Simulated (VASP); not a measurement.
# BeS (F-43m) in VASP: further runs

Runs on BeS. Level: PBE. Tasks: single point.

Program: VASP 6.6.1. These are calculated values, not measurements. Logs are shortened: lines on timing, memory, paths and dates and some standing lists are left out, and cuts for length are marked.

### Step 1. The cell of the first run

Symmetry: F-43m, No. 216, cubic system. Conventional cell: a = 4.850 Å, b = 4.850 Å, c = 4.850 Å, α = 90.00°, β = 90.00°, γ = 90.00°. Within 2.8 Å of Be (site symmetry -43m) lie 4 S at 2.10 Å. S (site symmetry -43m) has 4 Be at 2.10 Å within 2.8 Å.

### Step 2. Single point, PBE

INCAR

```
SYSTEM = BeS
PREC = Accurate
ENCUT = 600
EDIFF = 1E-6
ISMEAR = 0
SIGMA = 0.1
LREAL = .False.
LASPH = .True.
NELM = 120
ALGO = Normal
ISIF = 2
LWAVE = .False.
LCHARG = .False.
GGA = PE
NBANDS = 11
GGA_COMPAT = .False.
```

KPOINTS

```
regular mesh
0
Gamma
  6 6 6
  0 0 0
```

POSCAR

```
BeS
1.0
    0.0000000000      2.4250000000      2.4250000000
    2.4250000000      0.0000000000      2.4250000000
    2.4250000000      2.4250000000      0.0000000000
Be S
1 1
Direct
    0.0000000000      0.0000000000      0.0000000000
    0.7500000000      0.7500000000      0.7500000000
```

Potentials or basis: VASP PAW PBE potentials, release 64 (Be, S).

Command:

```bash
$ cat potpaw_PBE.64/Be/POTCAR potpaw_PBE.64/S/POTCAR > POTCAR
$ mpirun -np 1 vasp_std > vasp.out
```

OUTCAR:

```text
SYSTEM = BeS
   PREC = Accurate
   ENCUT = 600
   EDIFF = 1E-6
   ISMEAR = 0
   LREAL = .False.
   LASPH = .True.
   NELM = 120
   ISIF = 2
   GGA = PE

 ion  position               nearest neighbor table
   1  0.000  0.000  0.000-   2 2.10   2 2.10   2 2.10   2 2.10
   2  0.750  0.750  0.750-   1 2.10   1 2.10   1 2.10   1 2.10

  LATTYP: Found a face centered cubic cell.
 ALAT       =     4.8500000000

  Lattice vectors:

 A1 = (   0.0000000000,   2.4250000000,   2.4250000000)
 A2 = (   2.4250000000,   0.0000000000,   2.4250000000)
 A3 = (   2.4250000000,   2.4250000000,   0.0000000000)

Analysis of symmetry for initial positions (statically):
=====================================================================
 Subroutine PRICEL returns:
 Original cell was already a primitive cell.

 Routine SETGRP: Setting up the symmetry group for a
 face centered cubic supercell.

 Subroutine GETGRP returns: Found 24 space group operations
 (whereof 24 operations were pure point group operations)
 out of a pool of 48 trial point group operations.

The static configuration has the point symmetry T_d .

Analysis of symmetry for dynamics (positions and initial velocities):
=====================================================================
 Subroutine PRICEL returns:
 Original cell was already a primitive cell.

 Routine SETGRP: Setting up the symmetry group for a
 face centered cubic supercell.

 Subroutine GETGRP returns: Found 24 space group operations
 (whereof 24 operations were pure point group operations)
 out of a pool of 48 trial point group operations.

The dynamic configuration has the point symmetry T_d .

 Subroutine INISYM returns: Found 24 space group operations
 (whereof 24 operations are pure point group operations),
 and found     1 'primitive' translations

----------------------------------------------------------------------------------------

                                     Primitive cell

  volume of cell :      28.5210

  direct lattice vectors                    reciprocal lattice vectors
     0.000000000  2.425000000  2.425000000    -0.206185567  0.206185567  0.206185567
     2.425000000  0.000000000  2.425000000     0.206185567 -0.206185567  0.206185567
     2.425000000  2.425000000  0.000000000     0.206185567  0.206185567 -0.206185567

  length of vectors
     3.429467889  3.429467889  3.429467889     0.357123878  0.357123878  0.357123878

  position of ions in fractional coordinates (direct lattice)
     0.000000000  0.000000000  0.000000000
     0.750000000  0.750000000  0.750000000

  ion indices of the primitive-cell ions
   primitive index   ion index
                 1           1
                 2           2

----------------------------------------------------------------------------------------

 KPOINTS: regular mesh

Automatic generation of k-mesh.
 Grid dimensions read from file:
 generate k-points for:    6    6    6

 Generating k-lattice:

  Cartesian coordinates                     Fractional coordinates (reciprocal lattice)
    -0.034364261  0.034364261  0.034364261     0.166666667  0.000000000  0.000000000
     0.034364261 -0.034364261  0.034364261     0.000000000  0.166666667  0.000000000
     0.034364261  0.034364261 -0.034364261     0.000000000  0.000000000  0.166666667

  Length of vectors
     0.059520646  0.059520646  0.059520646

  Shift w.r.t. Gamma in fractional coordinates (k-lattice)
     0.000000000  0.000000000  0.000000000

 Subroutine IBZKPT returns following result:
 ===========================================

 Found     16 irreducible k-points:

 Following reciprocal coordinates:
            Coordinates               Weight
  0.000000  0.000000  0.000000      1.000000
  0.166667  0.000000  0.000000      8.000000
  0.333333  0.000000  0.000000      8.000000
  0.500000  0.000000  0.000000      4.000000
  0.166667  0.166667  0.000000      6.000000
  0.333333  0.166667  0.000000     24.000000
[... 8 lines left out ...]
 -0.333333  0.333333  0.166667     24.000000
 -0.333333  0.500000  0.166667     12.000000
   k-points           NKPTS =     16   k-points in BZ     NKDIM =     16   number of bands    NBANDS=     11
   number of dos      NEDOS =    301   number of ions     NIONS =      2
   total plane-waves  NPLWV =  21952
   dimension x,y,z NGX =    28 NGY =   28 NGZ =   28
   dimension x,y,z NGXF=    56 NGYF=   56 NGZF=   56
   ions per type =               1   1
   NGX,Y,Z   is equivalent  to a cutoff of  13.57, 13.57, 13.57 a.u.
   NGXF,Y,Z  is equivalent  to a cutoff of  27.15, 27.15, 27.15 a.u.
 SYSTEM =  BeS
   PREC   = accura    normal or accurate (medium, high low for compatibility)
   ISTART =      0    job   : 0-new  1-cont  2-samecut
   ICHARG =      2    charge: 1-file 2-atom 10-const
   ISPIN  =      1    spin polarized calculation?
   LNONCOLLINEAR =      F non collinear calculations
   LSORBIT =      F    spin-orbit coupling
   LASPH  =      T    aspherical Exc in radial PAW
   ENCUT  =  600.0 eV  44.10 Ry    6.64 a.u.   6.85  6.85  6.85*2*pi/ulx,y,z
   NELM   =    120;   NELMIN=  2; NELMDL= -5     # of ELM steps
   EDIFF  = 0.1E-05   stopping-criterion for ELM
   LREAL  =      F    real-space projection
[... 7 lines left out ...]
   TEBEG  =    0.0;   TEEND  =   0.0 temperature during run
   PSTRESS=    0.0 pullay stress
   NELECT =       8.0000    total number of electrons
   NUPDOWN=      -1.0000    fix difference up-down
   EMIN   =  10.00;   EMAX   =-10.00  energy-range for DOS
   EFERMI =   0.00;   METHOD = LEGACY
   ISMEAR =     0;   SIGMA  =   0.10  broadening in eV -4-tet -1-fermi 0-gaus
   EFERMI_NEDOS =   21; number of points for ismear=-14 and -15
   IALGO  =     38    algorithm
   IMIX   =      4    mixing-type and parameters
     AMIX     =   0.40;   BMIX     =  1.00
     AMIX_MAG =   1.60;   BMIX_MAG =  1.00
  volume/ion in A,a.u.               =      14.26        96.23
  Fermi-wavevector in a.u.,A,eV,Ry     =   1.071642  2.025110 15.625158  1.148417
  Thomas-Fermi vector in A             =   2.207388
   LORBIT       =      0    0 simple, 1 ext, 2 COOP (PROOUT), +10 PAW based schemes
   GGA     = PE    functional components
   LHFCALC =     F    Hartree Fock is set to
   AEXX    =    0.0000 exact exchange contribution
   IVDW    =     0    specifies the selected vdW correction
   LEPSILON=     F    determine dielectric tensor
   LRPA    =     F    only Hartree local field effects (RPA)
 non-spin polarized calculation
 Gauss-broadening in eV      SIGMA  =   0.10
  energy-cutoff  :      600.00
  volume of cell :       28.52
 maximum number of plane-waves:       962
   NGX = 13   NGY = 13   NGZ = 13

 number of electron       7.9999999 magnetization

 Free energy of the ion-electron system (eV)
  ---------------------------------------------------
  ext. energy  EPLUGINS =         0.00000000
  ---------------------------------------------------
  free energy    TOTEN  =       -10.00851627 eV

  energy without entropy =      -10.00851627  energy(sigma->0) =      -10.00851627

 E-fermi :   4.6713     XC(G=0):  -9.7299

 val. band max:        4.1764713716   @ k =   0.0000   0.0000   0.0000
 cond. band min:       7.2863981231   @ k =   0.5000   0.5000   0.0000
 fundamental gap:      3.1099267515
 Fermi energy:         4.6712906465

 k-point     1 :       0.0000    0.0000    0.0000
  band No.  band energies     occupation
      1      -9.5162      2.00000
      2       4.1765      2.00000
      3       4.1765      2.00000
      4       4.1765      2.00000
      5       9.8450      0.00000
      6       9.8450      0.00000
      7       9.8450      0.00000
      8      10.0624      0.00000
      9      16.9892      0.00000
     10      16.9892      0.00000
     11      19.0483      0.00000

 k-point     2 :       0.1667    0.0000    0.0000
  band No.  band energies     occupation
      1      -9.2054      2.00000
      2       2.2868      2.00000
      3       3.8502      2.00000
      4       3.8502      2.00000
      5       9.7682      0.00000
      6      10.4108      0.00000
      7      10.4108      0.00000
      8      12.0447      0.00000
      9      16.0707      0.00000
     10      16.0707      0.00000
     11      18.7408      0.00000

 k-point     3 :       0.3333    0.0000    0.0000
  band No.  band energies     occupation
      1      -8.4301      2.00000
      2      -0.3841      2.00000
      3       3.3469      2.00000
      4       3.3469      2.00000
      5       9.6954      0.00000
      6      10.8361      0.00000
      7      10.8361      0.00000
      8      14.5780      0.00000
      9      16.8092      0.00000
     10      16.8092      0.00000
     11      18.4330      0.00000

 k-point     4 :       0.5000    0.0000    0.0000
  band No.  band energies     occupation
      1      -7.9053      2.00000
      2      -1.6116      2.00000
      3       3.1422      2.00000
      4       3.1422      2.00000
      5       9.6551      0.00000
      6      10.7380      0.00000
      7      10.7380      0.00000
      8      15.3845      0.00000
      9      19.1157      0.00000
     10      19.1157      0.00000
     11      19.3682      0.00000
[... 127 lines left out ...]
 k-point    14 :       0.5000    0.3333    0.1667
  band No.  band energies     occupation
      1      -7.8579      2.00000
      2      -0.2086      2.00000
      3       1.1849      2.00000
      4       2.2654      2.00000
      5       9.9395      0.00000
      6      11.2092      0.00000
      7      11.9972      0.00000
      8      14.4768      0.00000
      9      16.8116      0.00000
     10      18.7927      0.00000
     11      20.8613      0.00000

 k-point    15 :      -0.3333    0.3333    0.1667
  band No.  band energies     occupation
      1      -7.4757      2.00000
      2      -0.6882      2.00000
      3       0.7336      2.00000
      4       1.7895      2.00000
      5      10.3573      0.00000
      6      11.2102      0.00000
      7      13.6447      0.00000
      8      14.4518      0.00000
      9      15.4123      0.00000
     10      19.6595      0.00000
     11      20.5409      0.00000

 k-point    16 :      -0.3333    0.5000    0.1667
  band No.  band energies     occupation
      1      -7.3213      2.00000
      2      -0.4234      2.00000
      3       0.7581      2.00000
      4       0.9845      2.00000
      5       9.3256      0.00000
      6      10.8483      0.00000
      7      14.2051      0.00000
      8      14.6666      0.00000
      9      18.6488      0.00000
     10      18.6654      0.00000
     11      21.1839      0.00000

------------------------ aborting loop because EDIFF is reached ----------------------------------------

  FORCE on cell =-STRESS in cart. coord.  units (eV):
  Direction    XX          YY          ZZ          XY          YZ          ZX
  --------------------------------------------------------------------------------------
  -------------------------------------------------------------------------------------
  Total        0.2899117      0.2899117      0.2899117      0.0000000      0.0000000     -0.0000000
  in kB       16.2858739     16.2858739     16.2858739      0.0000000      0.0000000     -0.0000000
  external PRESSURE =      16.2858739 kB  Pullay stress =       0.0000000 kB

 VOLUME and BASIS-vectors are now :
 -----------------------------------------------------------------------------
  energy-cutoff  :      600.00
  volume of cell :       28.52
      direct lattice vectors                 reciprocal lattice vectors
     0.000000000  2.425000000  2.425000000    -0.206185567  0.206185567  0.206185567
     2.425000000  0.000000000  2.425000000     0.206185567 -0.206185567  0.206185567
     2.425000000  2.425000000  0.000000000     0.206185567  0.206185567 -0.206185567

 POSITION                                       TOTAL-FORCE (eV/Angst)
 -----------------------------------------------------------------------------------
      0.00000      0.00000      0.00000        -0.000000     -0.000000     -0.000000
      3.63750      3.63750      3.63750         0.000000      0.000000      0.000000
 -----------------------------------------------------------------------------------
    total drift:                                0.000000      0.000000     -0.000000

  FREE ENERGIE OF THE ION-ELECTRON SYSTEM (eV)
  ---------------------------------------------------
  free  energy   TOTEN  =       -10.0085162658 eV

  energy  without entropy=      -10.0085162658  energy(sigma->0) =      -10.00851627
```

Wall time 8.6 s (1 thread of AMD EPYC 7R43 (Zen 3), shared host); peak memory 0.11 GiB.

What came out:

```
Free energy            : -10.0085 eV
Pressure               : 1.6 GPa
Band gap on the k mesh : 3.11 eV, indirect (least direct gap 5.67 eV)
```

A k mesh can miss the band edges. PBE gaps usually lie below the measured ones, often by a third to a half.

### Step 3. Single point, PBE

This run uses another cell than the first one, of 14.49 Å³/atom, 1.016 times its volume.

INCAR

```
SYSTEM = BeS
  PREC = Accurate
  ENCUT = 600
  EDIFF = 1E-6
  ISMEAR = 0
  SIGMA = 0.02
  LREAL = .False.
  LASPH = .True.
  NELM = 120
  ALGO = Normal
  ISIF = 2
  LWAVE = .False.
  LCHARG = .False.
  GGA = PE
  NBANDS = 11
  GGA_COMPAT = .False.
```

KPOINTS

```
Automatic mesh
0
Gamma
  8 8 8
  0 0 0
```

POSCAR

```
BeS
1.0
    0.0000000000      2.4379349596      2.4379349596
    2.4379349596      0.0000000000      2.4379349596
    2.4379349596      2.4379349596      0.0000000000
Be S
1 1
Direct
    0.0000000000      0.0000000000      0.0000000000
    0.7500000000      0.7500000000      0.7500000000
```

Potentials or basis: VASP PAW PBE potentials, release 64 (Be, S).

Command:

```bash
$ cat potpaw_PBE.64/Be/POTCAR potpaw_PBE.64/S/POTCAR > POTCAR
$ mpirun -np 1 vasp_std > vasp.out
```

Run time: 34 s. Hardware: 1 thread of AMD EPYC 7R43 (Zen 3), shared host; peak memory 0.12 GiB.

It converged, with:

```yaml
Free_energy: -10.0135 eV
Pressure: 0.1 GPa
Band_gap_on_the_k_mesh: 3.15 eV, indirect (least direct gap 5.68 eV)
```

Levels at points of the mesh, in eV from the valence-band top:
```
           k point  band 2  band 3  band 4  band 5  band 6  band 7
(0.00, 0.00, 0.00)    0.00    0.00    0.00    5.68    5.68    5.68
(0.50, 0.00, 0.00)   -5.69   -1.01   -1.01    5.42    6.57    6.57
(0.50, 0.50, 0.00)   -4.94   -2.59   -2.59    3.15    4.93   12.65
```
